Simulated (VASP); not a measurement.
# KBr (Fm-3m) in VASP: notebook

KBr is run at these levels: HSE06, PBE0, r2SCANh; tasks: single point.

Everything below comes from runs of VASP 6.6.1. Logs are shortened: lines on timing, memory, paths and dates and some standing lists are left out, and cuts for length are marked.

### 1 The cell of the first run

Symmetry: Fm-3m, No. 225, cubic system. Conventional cell: a = 6.604 Å, b = 6.604 Å, c = 6.604 Å, α = 90.00°, β = 90.00°, γ = 90.00°. K (site symmetry m-3m) has 6 Br at 3.30 Å within 4.3 Å. Within 4.3 Å of Br (site symmetry m-3m) lie 6 K at 3.30 Å.

### 2 Single point, HSE06

POSCAR

```
KBr
1.0
    0.0000000000      3.3022478291      3.3022478291
    3.3022478291      0.0000000000      3.3022478291
    3.3022478291      3.3022478291      0.0000000000
K Br
1 1
Direct
    0.0000000000      0.0000000000      0.0000000000
    0.5000000000      0.5000000000      0.5000000000
```

INCAR.step1

```
SYSTEM = KBr
PREC = Accurate ; ENCUT = 520
EDIFF = 1E-5 ; ISMEAR = 0
SIGMA = 0.01 ; LREAL = .FALSE.
LASPH = .TRUE. ; NELM = 60
ALGO = Normal ; ISIF = 2
LWAVE = .TRUE. ; LCHARG = .FALSE.
NBANDS = 15 ; GGA = PE
```

INCAR.step2

```
SYSTEM = KBr
PREC = Accurate ; ENCUT = 520
EDIFF = 1E-6 ; ISMEAR = 0
SIGMA = 0.01 ; LREAL = .FALSE.
LASPH = .TRUE. ; NELM = 60
ALGO = Normal ; ISIF = 2
LWAVE = .FALSE. ; LCHARG = .FALSE.
GGA = PE ; LHFCALC = .TRUE.
HFSCREEN = 0.2079 ; PRECFOCK = Normal
NBANDS = 15 ; ISTART = 1
```

KPOINTS

```
Automatic mesh
0
G
  4 4 4
  0 0 0
```

Potentials or basis: VASP PAW PBE potentials, release 64 (K_sv, Br).

Started as:

```bash
$ cat potpaw_PBE.64/K_sv/POTCAR potpaw_PBE.64/Br/POTCAR > POTCAR
$ cp INCAR.step1 INCAR
$ mpirun -np 1 vasp_std > vasp.out
$ cp INCAR.step2 INCAR
$ mpirun -np 1 vasp_std > vasp.out
```

OUTCAR:

```text
SYSTEM = KBr
   PREC = Accurate
   ENCUT = 520
   EDIFF = 1E-6
   ISMEAR = 0
   LREAL = .FALSE.
   LASPH = .TRUE.
   NELM = 60
   ISIF = 2
   GGA = PE
   LHFCALC = .TRUE.
   HFSCREEN = 0.2079
   PRECFOCK = Normal
   ISTART = 1

 ion  position               nearest neighbor table
   1  0.000  0.000  0.000-   2 3.30   2 3.30   2 3.30   2 3.30   2 3.30   2 3.30
   2  0.500  0.500  0.500-   1 3.30   1 3.30   1 3.30   1 3.30   1 3.30   1 3.30

  LATTYP: Found a face centered cubic cell.
 ALAT       =     6.6044956582

  Lattice vectors:

 A1 = (   0.0000000000,   3.3022478291,   3.3022478291)
 A2 = (   3.3022478291,   0.0000000000,   3.3022478291)
 A3 = (   3.3022478291,   3.3022478291,   0.0000000000)

Analysis of symmetry for initial positions (statically):
=====================================================================
 Subroutine PRICEL returns:
 Original cell was already a primitive cell.

 Routine SETGRP: Setting up the symmetry group for a
 face centered cubic supercell.

 Subroutine GETGRP returns: Found 48 space group operations
 (whereof 48 operations were pure point group operations)
 out of a pool of 48 trial point group operations.

The static configuration has the point symmetry O_h .

Analysis of symmetry for dynamics (positions and initial velocities):
=====================================================================
 Subroutine PRICEL returns:
 Original cell was already a primitive cell.

 Routine SETGRP: Setting up the symmetry group for a
 face centered cubic supercell.

 Subroutine GETGRP returns: Found 48 space group operations
 (whereof 48 operations were pure point group operations)
 out of a pool of 48 trial point group operations.

The dynamic configuration has the point symmetry O_h .

 Subroutine INISYM returns: Found 48 space group operations
 (whereof 48 operations are pure point group operations),
 and found     1 'primitive' translations

----------------------------------------------------------------------------------------

                                     Primitive cell

  volume of cell :      72.0210

  direct lattice vectors                    reciprocal lattice vectors
     0.000000000  3.302247829  3.302247829    -0.151412016  0.151412016  0.151412016
     3.302247829  0.000000000  3.302247829     0.151412016 -0.151412016  0.151412016
     3.302247829  3.302247829  0.000000000     0.151412016  0.151412016 -0.151412016

  length of vectors
     4.670083666  4.670083666  4.670083666     0.262253304  0.262253304  0.262253304

  position of ions in fractional coordinates (direct lattice)
     0.000000000  0.000000000  0.000000000
     0.500000000  0.500000000  0.500000000

  ion indices of the primitive-cell ions
   primitive index   ion index
                 1           1
                 2           2

----------------------------------------------------------------------------------------

 KPOINTS: Automatic mesh

Automatic generation of k-mesh.
 Grid dimensions read from file:
 generate k-points for:    4    4    4

 Generating k-lattice:

  Cartesian coordinates                     Fractional coordinates (reciprocal lattice)
    -0.037853004  0.037853004  0.037853004     0.250000000  0.000000000  0.000000000
     0.037853004 -0.037853004  0.037853004     0.000000000  0.250000000  0.000000000
     0.037853004  0.037853004 -0.037853004     0.000000000  0.000000000  0.250000000

  Length of vectors
     0.065563326  0.065563326  0.065563326

  Shift w.r.t. Gamma in fractional coordinates (k-lattice)
     0.000000000  0.000000000  0.000000000

 Subroutine IBZKPT returns following result:
 ===========================================

 Found      8 irreducible k-points:

 Following reciprocal coordinates:
            Coordinates               Weight
  0.000000  0.000000  0.000000      1.000000
  0.250000  0.000000  0.000000      8.000000
  0.500000  0.000000  0.000000      4.000000
  0.250000  0.250000  0.000000      6.000000
  0.500000  0.250000  0.000000     24.000000
 -0.250000  0.250000  0.000000     12.000000
  0.500000  0.500000  0.000000      3.000000
 -0.250000  0.500000  0.250000      6.000000
   k-points           NKPTS =      8   k-points in BZ     NKDIM =     64   number of bands    NBANDS=     15
   number of dos      NEDOS =    301   number of ions     NIONS =      2
   total plane-waves  NPLWV =  46656
   dimension x,y,z NGX =    36 NGY =   36 NGZ =   36
   dimension x,y,z NGXF=    72 NGYF=   72 NGZF=   72
   ions per type =               1   1
   NGX,Y,Z   is equivalent  to a cutoff of  12.82, 12.82, 12.82 a.u.
   NGXF,Y,Z  is equivalent  to a cutoff of  25.63, 25.63, 25.63 a.u.
 SYSTEM =  KBr
   PREC   = accura    normal or accurate (medium, high low for compatibility)
   ISTART =      1    job   : 0-new  1-cont  2-samecut
   ICHARG =      0    charge: 1-file 2-atom 10-const
   ISPIN  =      1    spin polarized calculation?
   LNONCOLLINEAR =      F non collinear calculations
   LSORBIT =      F    spin-orbit coupling
   LASPH  =      T    aspherical Exc in radial PAW
   ENCUT  =  520.0 eV  38.22 Ry    6.18 a.u.   8.68  8.68  8.68*2*pi/ulx,y,z
   NELM   =     60;   NELMIN=  2; NELMDL=  0     # of ELM steps
   EDIFF  = 0.1E-05   stopping-criterion for ELM
   LREAL  =      F    real-space projection
   EDIFFG = 0.1E-04   stopping-criterion for IOM
   NSW    =      0    number of steps for IOM
   IBRION =     -1    ionic relax: 0-MD 1-quasi-New 2-CG
   NFREE  =      0    steps in history (QN), initial steepest desc. (CG)
   ISIF   =      2    stress and relaxation
   ISYM   =      3    0-nonsym 1-usesym 2-fastsym
   POTIM  = 0.5000    time-step for ionic-motion
   TEBEG  =    0.0;   TEEND  =   0.0 temperature during run
   PSTRESS=    0.0 pullay stress
   NELECT =      16.0000    total number of electrons
   NUPDOWN=      -1.0000    fix difference up-down
   EMIN   =  10.00;   EMAX   =-10.00  energy-range for DOS
   EFERMI =   0.00;   METHOD = LEGACY
   ISMEAR =     0;   SIGMA  =   0.01  broadening in eV -4-tet -1-fermi 0-gaus
   EFERMI_NEDOS =   21; number of points for ismear=-14 and -15
   IALGO  =     38    algorithm
   IMIX   =      1    mixing-type and parameters
     AMIX     =   0.40;   BMIX     =  1.00
     AMIX_MAG =   1.60;   BMIX_MAG =  1.00
  volume/ion in A,a.u.               =      36.01       243.01
  Fermi-wavevector in a.u.,A,eV,Ry     =   0.991506  1.873674 13.375661  0.983083
  Thomas-Fermi vector in A             =   2.123252
   LORBIT       =      0    0 simple, 1 ext, 2 COOP (PROOUT), +10 PAW based schemes
   GGA     = PE    functional components
   LHFCALC =     T    Hartree Fock is set to
   PRECFOCK=normal    Normal, Fast or Accurate (Low or Medium for compatibility)
   ENCUT4O =  -1.0   cutoff for four orbital integrals eV
   NKREDX  =     1    reduce k-point grid by
   NKREDY  =     1    reduce k-point grid by
   NKREDZ  =     1    reduce k-point grid by
   AEXX    =    0.2500 exact exchange contribution
   HFSCREEN=    0.2079 screening length (either q_TF or 0.3 A-1)
   HFSCREENC=   0.2079 screening length for correlation (either q_TF or 0.3 A-1)
   ENCUTFOCK=  -1.0 apply spherical cutoff to Coloumb kernel
   IVDW    =     0    specifies the selected vdW correction
   LEPSILON=     F    determine dielectric tensor
   LRPA    =     F    only Hartree local field effects (RPA)
 non-spin polarized calculation
 Gauss-broadening in eV      SIGMA  =   0.01
  energy-cutoff  :      520.00
  volume of cell :       72.02
 maximum number of plane-waves:      1964
 NGX is ok and might be reduce to    36
  NGX = 28; NGY = 28; NGZ = 28

 number of electron      15.9999997 magnetization

 Free energy of the ion-electron system (eV)
  ---------------------------------------------------
  ext. energy  EPLUGINS =         0.00000000
  ---------------------------------------------------
  free energy    TOTEN  =        -7.16947551 eV

  energy without entropy =       -7.16947551  energy(sigma->0) =       -7.16947551

 E-fermi :  -2.4648     XC(G=0):  -6.1767

 val. band max:       -2.6208003870   @ k =   0.0000   0.0000   0.0000
 cond. band min:       2.9724360646   @ k =   0.0000   0.0000   0.0000
 fundamental gap:      5.5932364515
 Fermi energy:        -2.4648112419

 k-point     1 :       0.0000    0.0000    0.0000
  band No.  band energies     occupation
      1     -32.5917      2.00000
      2     -15.9416      2.00000
      3     -14.7154      2.00000
      4     -14.7154      2.00000
      5     -14.7154      2.00000
      6      -2.6208      2.00000
      7      -2.6208      2.00000
      8      -2.6208      2.00000
      9       2.9724      0.00000
     10       6.3467      0.00000
     11       6.3467      0.00000
     12       6.3467      0.00000
     13       7.2967      0.00000
     14       7.2967      0.00000
     15      10.1226      0.00000

 k-point     2 :       0.2500    0.0000    0.0000
  band No.  band energies     occupation
      1     -32.5888      2.00000
      2     -16.0335      2.00000
      3     -14.7172      2.00000
      4     -14.7172      2.00000
      5     -14.5794      2.00000
      6      -3.3067      2.00000
      7      -2.7975      2.00000
      8      -2.7975      2.00000
      9       4.2422      0.00000
     10       6.1582      0.00000
     11       7.0911      0.00000
     12       7.0911      0.00000
     13       8.0944      0.00000
     14       8.0944      0.00000
     15      11.2027      0.00000
[... 77 lines left out ...]
      3     -14.8078      2.00000
      4     -14.7523      2.00000
      5     -14.7523      2.00000
      6      -3.4856      2.00000
      7      -2.9273      2.00000
      8      -2.9273      2.00000
      9       4.4480      0.00000
     10       5.8614      0.00000
     11       8.1474      0.00000
     12       8.3533      0.00000
     13       8.6820      0.00000
     14       9.9217      0.00000
     15       9.9217      0.00000

 k-point     8 :      -0.2500    0.5000    0.2500
  band No.  band energies     occupation
      1     -32.5842      2.00000
      2     -15.9254      2.00000
      3     -14.7797      2.00000
      4     -14.7797      2.00000
      5     -14.6161      2.00000
      6      -3.2417      2.00000
      7      -3.2417      2.00000
      8      -3.1779      2.00000
      9       6.0292      0.00000
     10       6.0292      0.00000
     11       6.9689      0.00000
     12       7.8896      0.00000
     13       9.5415      0.00000
     14       9.9570      0.00000
     15      10.1666      0.00000

------------------------ aborting loop because EDIFF is reached ----------------------------------------

  FORCE on cell =-STRESS in cart. coord.  units (eV):
  Direction    XX          YY          ZZ          XY          YZ          ZX
  --------------------------------------------------------------------------------------
  -------------------------------------------------------------------------------------
  Total        0.2026008      0.2026008      0.2026008      0.0000000      0.0000000      0.0000000
  in kB        4.5070539      4.5070539      4.5070539      0.0000000      0.0000000      0.0000000
  external PRESSURE =       4.5070539 kB  Pullay stress =       0.0000000 kB

 VOLUME and BASIS-vectors are now :
 -----------------------------------------------------------------------------
  energy-cutoff  :      520.00
  volume of cell :       72.02
      direct lattice vectors                 reciprocal lattice vectors
     0.000000000  3.302247829  3.302247829    -0.151412016  0.151412016  0.151412016
     3.302247829  0.000000000  3.302247829     0.151412016 -0.151412016  0.151412016
     3.302247829  3.302247829  0.000000000     0.151412016  0.151412016 -0.151412016

 POSITION                                       TOTAL-FORCE (eV/Angst)
 -----------------------------------------------------------------------------------
      0.00000      0.00000      0.00000         0.000000     -0.000000     -0.000000
      3.30225      3.30225      3.30225         0.000000      0.000000      0.000000
 -----------------------------------------------------------------------------------
    total drift:                                0.000002      0.000001      0.000001

  FREE ENERGIE OF THE ION-ELECTRON SYSTEM (eV)
  ---------------------------------------------------
  free  energy   TOTEN  =        -7.1694755051 eV

  energy  without entropy=       -7.1694755051  energy(sigma->0) =       -7.16947551
```

Run time: 13 min. Hardware: 1 thread of Oxide Virtual Turin-like, shared host; peak memory 0.29 GiB.

Results:

| Item | Value |
| --- | --- |
| Free energy | -7.1695 eV |
| Pressure | 0.5 GPa |
| Band gap on the k mesh | 5.59 eV |

Levels at points of the mesh, in eV from the valence-band top:
| k point | band 4 | band 5 | band 6 | band 7 | band 8 | band 9 | band 10 | band 11 | band 12 | band 13 |
| --- | --- | --- | --- | --- | --- | --- | --- | --- | --- | --- |
| (0.00, 0.00, 0.00) | -12.09 | -12.09 | 0.00 | 0.00 | 0.00 | 5.59 | 8.97 | 8.97 | 8.97 | 9.92 |
| (0.50, 0.00, 0.00) | -12.10 | -11.84 | -1.23 | -0.34 | -0.34 | 7.74 | 9.58 | 11.37 | 11.37 | 11.38 |
| (0.50, 0.50, 0.00) | -12.13 | -12.13 | -0.86 | -0.31 | -0.31 | 7.07 | 8.48 | 10.77 | 10.97 | 11.30 |

Caveat: the PAW data sets were made with another functional, which shifts forces and pressure a little.

### 3 Single point, PBE0

POSCAR is that of step 2.

INCAR.step1

```
  ALGO = Normal
  EDIFF = 1E-5
  ENCUT = 520
  GGA = PE
  ISIF = 2
  ISMEAR = 0
  LASPH = T
  LREAL = F
  LWAVE = T
  NBANDS = 15
  NELM = 100
  PREC = Accurate
  SIGMA = 0.01
```

INCAR.step2

```
  AEXX = 0.25
  ALGO = Normal
  EDIFF = 1E-6
  ENCUT = 520
  GGA = PE
  ISIF = 2
  ISMEAR = 0
  ISTART = 1
  LASPH = T
  LCHARG = T
  LELF = T
  LHFCALC = T
  LREAL = F
  LVHAR = T
  LWAVE = F
  NBANDS = 15
  NELM = 100
  PREC = Accurate
  PRECFOCK = Normal
  SIGMA = 0.01
```

KPOINTS

```
k-points
0
Gamma
  4 4 4
```

Potentials or basis: VASP PAW PBE potentials, release 64 (K_sv, Br).

Started as:

```bash
$ cat potpaw_PBE.64/K_sv/POTCAR potpaw_PBE.64/Br/POTCAR > POTCAR
$ cp INCAR.step1 INCAR
$ mpirun -np 1 vasp_std > vasp.out
$ cp INCAR.step2 INCAR
$ mpirun -np 1 vasp_std > vasp.out
```

Run time: 11 min. Hardware: 1 thread of Oxide Virtual Turin-like, shared host; peak memory 0.19 GiB.

The run converged. Its results:

| Property | Result |
| --- | --- |
| Free energy | -7.6889 eV |
| Pressure | 0.4 GPa |
| Band gap on the k mesh | 6.32 eV |

Levels at points of the mesh, in eV from the valence-band top:
```tsv
k point	band 6	band 7	band 8	band 9	band 10	band 11
(0.00, 0.00, 0.00)	0.00	0.00	0.00	6.32	9.73	9.73
(0.50, 0.00, 0.00)	-1.25	-0.35	-0.35	8.48	10.35	12.14
(0.50, 0.50, 0.00)	-0.88	-0.31	-0.31	7.81	9.24	11.52
```

Caveat: the PAW data sets were made with another functional, which shifts forces and pressure a little.

(Part 1 of 2 ends here.)
